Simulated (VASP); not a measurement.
Input of a VASP 6.6.1 run:

Contents of INCAR:

```
PREC = Accurate
ENCUT = 520
EDIFF = 1E-6
ISMEAR = -1
SIGMA = 0.05
LREAL = False
LASPH = True
NELM = 100
ALGO = Normal
ISIF = 2
LWAVE = False
LCHARG = False
NBANDS = 10
```

KPOINTS

```
regular mesh
0
Gamma
  12 12 12
```

Contents of POSCAR:

```
Ir
1.0
    0.0000000000      1.9408081540      1.9408081540
    1.9408081540      0.0000000000      1.9408081540
    1.9408081540      1.9408081540      0.0000000000
Ir
1
Direct
    0.0000000000      0.0000000000      0.0000000000
```

Potentials or basis: VASP PAW LDA potentials, release 64 (Ir).

Launch:

```bash
$ cat potpaw_LDA.64/Ir/POTCAR > POTCAR
$ mpirun -np 1 vasp_std > vasp.out
```

(1) Predict the pressure.

Results:

(1) -17.8 GPa.
